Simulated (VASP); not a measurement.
# Hf3N (P6_3/mmc) in VASP: relaxation of cell and atoms with PBE

Aim: the relaxation of cell and atoms of Hf3N with PBE.

Program: VASP 6.6.1. These are calculated values, not measurements. Logs are shortened: lines on timing, memory, paths and dates and some standing lists are left out, and cuts for length are marked.

## 1. The cell of the first run

The structure is hexagonal, space group P6_3/mmc (No. 194). Conventional cell: a = 5.803 Å, b = 5.803 Å, c = 4.839 Å, α = 90.00°, β = 90.00°, γ = 120.00°. Hf (site symmetry mm2) has 8 Hf at 2.83 to 2.97 Å and 4 N at 2.90 to 2.92 Å within 3.7 Å. Within 3.8 Å of N (site symmetry -6m2) lie 12 Hf at 2.90 to 2.92 Å.

## 2. Relaxation of cell and atoms, PBE

INCAR reads:

```
SYSTEM = Hf3N
PREC = Accurate
ENCUT = 600
EDIFF = 1E-6
ISMEAR = 0
SIGMA = 0.1
LREAL = .FALSE.
LASPH = .TRUE.
NELM = 100
ALGO = Normal
ISIF = 3
LWAVE = .FALSE.
LCHARG = .FALSE.
GGA = PE
IBRION = 2
NSW = 100
EDIFFG = -0.01
```

KPOINTS reads:

```
Automatic mesh
0
G
  6 6 8
  0 0 0
```

POSCAR reads:

```
Hf3N
1.0
    5.8027904253      0.0000000000      0.0000000000
   -2.9013952126      5.0253639211      0.0000000000
    0.0000000000      0.0000000000      4.8392862753
Hf N
6 2
Direct
    0.8292642781      0.6585285561      0.2500000000
    0.1707357219      0.8292642781      0.7500000000
    0.3414714439      0.1707357219      0.2500000000
    0.1707357219      0.3414714439      0.7500000000
    0.8292642781      0.1707357219      0.2500000000
    0.6585285561      0.8292642781      0.7500000000
    0.3333333333      0.6666666667      0.2500000000
    0.6666666667      0.3333333333      0.7500000000
```

Potentials or basis: VASP PAW PBE potentials, release 64 (Hf_pv, N).

Run with:

```bash
> cat potpaw_PBE.64/Hf_pv/POTCAR potpaw_PBE.64/N/POTCAR > POTCAR
> mpirun -np 1 vasp_std > vasp.out
```

OUTCAR:

```text
SYSTEM = Hf3N
   PREC = Accurate
   ENCUT = 600
   EDIFF = 1E-6
   ISMEAR = 0
   LREAL = .FALSE.
   LASPH = .TRUE.
   NELM = 100
   ISIF = 3
   GGA = PE
   IBRION = 2
   NSW = 100
   EDIFFG = -0.01

 ion  position               nearest neighbor table
   1  0.829  0.659  0.250-   5 2.83   3 2.83   2 2.97   2 2.97   6 2.97   6 2.97   5 2.97   3 2.97

   2  0.171  0.829  0.750-   4 2.83   6 2.83   3 2.97   3 2.97   1 2.97   1 2.97   4 2.97   6 2.97

   3  0.341  0.171  0.250-   1 2.83   5 2.83   2 2.97   2 2.97   4 2.97   4 2.97   1 2.97   5 2.97

   4  0.171  0.341  0.750-   2 2.83   6 2.83   5 2.97   5 2.97   3 2.97   3 2.97   2 2.97   6 2.97

   5  0.829  0.171  0.250-   1 2.83   3 2.83   6 2.97   6 2.97   4 2.97   4 2.97   1 2.97   3 2.97

   6  0.659  0.829  0.750-   4 2.83   2 2.83   5 2.97   5 2.97   1 2.97   1 2.97   4 2.97   2 2.97

   7  0.333  0.667  0.250-
   8  0.667  0.333  0.750-

  LATTYP: Found a hexagonal cell.
 ALAT       =     5.8027904253
 C/A-ratio  =     0.8339584787

  Lattice vectors:

 A1 = (   5.8027904253,   0.0000000000,   0.0000000000)
 A2 = (  -2.9013952126,   5.0253639211,   0.0000000000)
 A3 = (   0.0000000000,   0.0000000000,   4.8392862753)

Analysis of symmetry for initial positions (statically):
=====================================================================
 Subroutine PRICEL returns:
 Original cell was already a primitive cell.

 Routine SETGRP: Setting up the symmetry group for a
 hexagonal supercell.

 Subroutine GETGRP returns: Found 24 space group operations
 (whereof 12 operations were pure point group operations)
 out of a pool of 24 trial point group operations.

The static configuration has the point symmetry D_3d.
 The point group associated with its full space group is D_6h.

Analysis of symmetry for dynamics (positions and initial velocities):
=====================================================================
 Subroutine PRICEL returns:
 Original cell was already a primitive cell.

 Routine SETGRP: Setting up the symmetry group for a
 hexagonal supercell.

 Subroutine GETGRP returns: Found 24 space group operations
 (whereof 12 operations were pure point group operations)
 out of a pool of 24 trial point group operations.

The dynamic configuration has the point symmetry D_3d.
 The point group associated with its full space group is D_6h.

 Subroutine INISYM returns: Found 24 space group operations
 (whereof 12 operations are pure point group operations),
 and found     1 'primitive' translations

----------------------------------------------------------------------------------------

                                     Primitive cell

  volume of cell :     141.1191

  direct lattice vectors                    reciprocal lattice vectors
     5.802790425  0.000000000  0.000000000     0.172330883  0.099495282  0.000000000
    -2.901395213  5.025363921  0.000000000     0.000000000  0.198990564  0.000000000
     0.000000000  0.000000000  4.839286275     0.000000000  0.000000000  0.206642042

  length of vectors
     5.802790425  5.802790425  4.839286275     0.198990564  0.198990564  0.206642042

  position of ions in fractional coordinates (direct lattice)
     0.829264278  0.658528556  0.250000000
     0.170735722  0.829264278  0.750000000
     0.341471444  0.170735722  0.250000000
     0.170735722  0.341471444  0.750000000
     0.829264278  0.170735722  0.250000000
     0.658528556  0.829264278  0.750000000
     0.333333333  0.666666667  0.250000000
     0.666666667  0.333333333  0.750000000

  ion indices of the primitive-cell ions
   primitive index   ion index
                 1           1
                 2           2
                 3           3
                 4           4
                 5           5
                 6           6
                 7           7
                 8           8

----------------------------------------------------------------------------------------

 KPOINTS: Automatic mesh

Automatic generation of k-mesh.
 Grid dimensions read from file:
 generate k-points for:    6    6    8

 Generating k-lattice:

  Cartesian coordinates                     Fractional coordinates (reciprocal lattice)
     0.028721814  0.016582547  0.000000000     0.166666667 -0.000000000  0.000000000
     0.000000000  0.033165094  0.000000000     0.000000000  0.166666667  0.000000000
     0.000000000  0.000000000  0.025830255     0.000000000  0.000000000  0.125000000

  Length of vectors
     0.033165094  0.033165094  0.025830255

  Shift w.r.t. Gamma in fractional coordinates (k-lattice)
     0.000000000  0.000000000  0.000000000

 Subroutine IBZKPT returns following result:
 ===========================================

 Found     35 irreducible k-points:

 Following reciprocal coordinates:
            Coordinates               Weight
  0.000000  0.000000  0.000000      1.000000
  0.166667  0.000000  0.000000      6.000000
  0.333333  0.000000  0.000000      6.000000
  0.500000  0.000000  0.000000      3.000000
  0.166667  0.166667  0.000000      6.000000
  0.333333  0.166667  0.000000     12.000000
[... 16 lines left out ...]
  0.166667  0.000000  0.375000     12.000000
  0.333333  0.000000  0.375000     12.000000
 [... further k-points ...]
   k-points           NKPTS =     35   k-points in BZ     NKDIM =     35   number of bands    NBANDS=     42
   number of dos      NEDOS =    301   number of ions     NIONS =      8
   total plane-waves  NPLWV =  92160
   dimension x,y,z NGX =    48 NGY =   48 NGZ =   40
   dimension x,y,z NGXF=    96 NGYF=   96 NGZF=   80
   ions per type =               6   2
   NGX,Y,Z   is equivalent  to a cutoff of  13.75, 13.75, 13.74 a.u.
   NGXF,Y,Z  is equivalent  to a cutoff of  27.50, 27.50, 27.48 a.u.
 SYSTEM =  Hf3N
   PREC   = accura    normal or accurate (medium, high low for compatibility)
   ISTART =      0    job   : 0-new  1-cont  2-samecut
   ICHARG =      2    charge: 1-file 2-atom 10-const
   ISPIN  =      1    spin polarized calculation?
   LNONCOLLINEAR =      F non collinear calculations
   LSORBIT =      F    spin-orbit coupling
   LASPH  =      T    aspherical Exc in radial PAW
   ENCUT  =  600.0 eV  44.10 Ry    6.64 a.u.  11.59 11.59  9.67*2*pi/ulx,y,z
   NELM   =    100;   NELMIN=  2; NELMDL= -5     # of ELM steps
   EDIFF  = 0.1E-05   stopping-criterion for ELM
   LREAL  =      F    real-space projection
   EDIFFG = -.1E-01   stopping-criterion for IOM
   NSW    =    100    number of steps for IOM
   IBRION =      2    ionic relax: 0-MD 1-quasi-New 2-CG
   NFREE  =      1    steps in history (QN), initial steepest desc. (CG)
   ISIF   =      3    stress and relaxation
   ISYM   =      2    0-nonsym 1-usesym 2-fastsym
   POTIM  = 0.5000    time-step for ionic-motion
   TEBEG  =    0.0;   TEEND  =   0.0 temperature during run
   PSTRESS=    0.0 pullay stress
   NELECT =      70.0000    total number of electrons
   NUPDOWN=      -1.0000    fix difference up-down
   EMIN   =  10.00;   EMAX   =-10.00  energy-range for DOS
   EFERMI =   0.00;   METHOD = LEGACY
   ISMEAR =     0;   SIGMA  =   0.10  broadening in eV -4-tet -1-fermi 0-gaus
   EFERMI_NEDOS =   21; number of points for ismear=-14 and -15
   IALGO  =     38    algorithm
   IMIX   =      4    mixing-type and parameters
     AMIX     =   0.40;   BMIX     =  1.00
     AMIX_MAG =   1.60;   BMIX_MAG =  1.00
  volume/ion in A,a.u.               =      17.64       119.04
  Fermi-wavevector in a.u.,A,eV,Ry     =   1.295922  2.448938 22.849820  1.679414
  Thomas-Fermi vector in A             =   2.427411
   LORBIT       =      0    0 simple, 1 ext, 2 COOP (PROOUT), +10 PAW based schemes
   GGA     = PE    functional components
   LHFCALC =     F    Hartree Fock is set to
   AEXX    =    0.0000 exact exchange contribution
   IVDW    =     0    specifies the selected vdW correction
   LEPSILON=     F    determine dielectric tensor
   LRPA    =     F    only Hartree local field effects (RPA)
 conjugate gradient relaxation of ions
 non-spin polarized calculation
 Gauss-broadening in eV      SIGMA  =   0.10
  energy-cutoff  :      600.00
  volume of cell :      141.12
 maximum number of plane-waves:      4748
 NGX is ok and might be reduce to    48
   NGX = 23   NGY = 23   NGZ = 19

--------------------------------------- Ionic step        1  -------------------------------------------

 number of electron      70.0000001 magnetization

 Free energy of the ion-electron system (eV)
  ---------------------------------------------------
  ext. energy  EPLUGINS =         0.00000000
  ---------------------------------------------------
  free energy    TOTEN  =       -69.62436214 eV

  energy without entropy =      -69.58060734  energy(sigma->0) =      -69.60248474

------------------------ aborting loop because EDIFF is reached ----------------------------------------

  FORCE on cell =-STRESS in cart. coord.  units (eV):
  Direction    XX          YY          ZZ          XY          YZ          ZX
  --------------------------------------------------------------------------------------
  -------------------------------------------------------------------------------------
  Total       -1.0762306     -1.0762306     -0.5182280     -0.0000000     -0.0000000      0.0000000
  in kB      -12.2188464    -12.2188464     -5.8836356     -0.0000000     -0.0000000      0.0000000
  external PRESSURE =     -10.1071094 kB  Pullay stress =       0.0000000 kB
[... 279 lines left out ...]
  energy  without entropy=      -69.6134896820  energy(sigma->0) =      -69.63638937

--------------------------------------- Ionic step        8  -------------------------------------------

 number of electron      69.9999999 magnetization

 Free energy of the ion-electron system (eV)
  ---------------------------------------------------
  ext. energy  EPLUGINS =         0.00000000
  ---------------------------------------------------
  free energy    TOTEN  =       -69.65975766 eV

  energy without entropy =      -69.61394181  energy(sigma->0) =      -69.63684974

 E-fermi :   5.3450     XC(G=0): -11.6321

 val. band max:        5.3421551366   @ k =   0.1667   0.1667   0.3750
 cond. band min:       5.3465225369   @ k =   0.3333   0.0000   0.1250
 fundamental gap:      0.0043674002
 Fermi energy:         5.3449904439

 k-point     1 :       0.0000    0.0000    0.0000
  band No.  band energies     occupation
      1     -25.8815      2.00000
      2     -25.6503      2.00000
      3     -25.6013      2.00000
      4     -25.4542      2.00000
      5     -25.4542      2.00000
      6     -25.3677      2.00000
[... 1069 lines left out ...]
     41       6.8816      0.00000
     42       7.8123      0.00000

 [... further k-points ...]
[... 5 lines left out ...]
  --------------------------------------------------------------------------------------
  -------------------------------------------------------------------------------------
  Total       -0.0155307     -0.0155307     -0.0126312     -0.0000000      0.0000000      0.0000000
  in kB       -0.1778908     -0.1778908     -0.1446791     -0.0000000      0.0000000      0.0000000
  external PRESSURE =      -0.1668203 kB  Pullay stress =       0.0000000 kB
[... 23 lines left out ...]
  FREE ENERGIE OF THE ION-ELECTRON SYSTEM (eV)
  ---------------------------------------------------
  free  energy   TOTEN  =       -69.6597576637 eV

  energy  without entropy=      -69.6139418135  energy(sigma->0) =      -69.63684974

 reached required accuracy - stopping structural energy minimisation
```

It took 17 min on 1 thread of AMD EPYC 9R45 (Zen 5), shared host; peak memory 0.4 GiB.

What came out:

| Item | Value |
| --- | --- |
| Free energy | -69.6598 eV |
| Relaxed volume | 17.48 Å³/atom |
| Relaxed cell | a = 5.729 Å, b = 5.729 Å, c = 4.921 Å, α = 90.00°, β = 90.00°, γ = 120.00° |
| Space group after relaxing (to 0.05 Å) | P6_3/mmc (No. 194) |
| Energy gained by relaxing | 4.4 meV/atom |
| Ionic steps | 8 |
| Pressure after relaxing | 0.0 GPa |
| Band gap on the k mesh | zero (band 35 reaches 5.94 eV, above the bottom of band 36 at 4.22 eV) |

Step by step:
| step | energy change (eV) | largest force (eV/Å) | pressure (GPa) | volume (Å³) |
| --- | --- | --- | --- | --- |
| 1 | 0.0000 | 0.3636 | -1.01 | 141.12 |
| 2 | -0.0195 | 0.0936 | 0.71 | 138.86 |
| 3 | -0.0212 | 0.0114 | 0.32 | 139.35 |
| 4 | -0.0291 | 0.0125 | 0.14 | 139.62 |
| 5 | -0.0347 | 0.0707 | -0.17 | 140.13 |
| 6 | -0.0347 | 0.0652 | -0.15 | 140.09 |
| 7 | -0.0349 | 0.0597 | 0.09 | 139.70 |
| 8 | -0.0354 | 0.0019 | -0.02 | 139.88 |

Final structure:
```
Hf N
1.0
     5.72922    0.00000    0.00000
    -2.86461    4.96165    0.00000
     0.00000    0.00000    4.92070
Hf N
6 2
Direct
  0.83144 0.66288 0.25000
  0.16856 0.83144 0.75000
  0.33712 0.16856 0.25000
  0.16856 0.33712 0.75000
  0.83144 0.16856 0.25000
  0.66288 0.83144 0.75000
  0.33333 0.66667 0.25000
  0.66667 0.33333 0.75000
```

Caveat: spin-orbit coupling is left out, which moves the levels of the heavy elements.
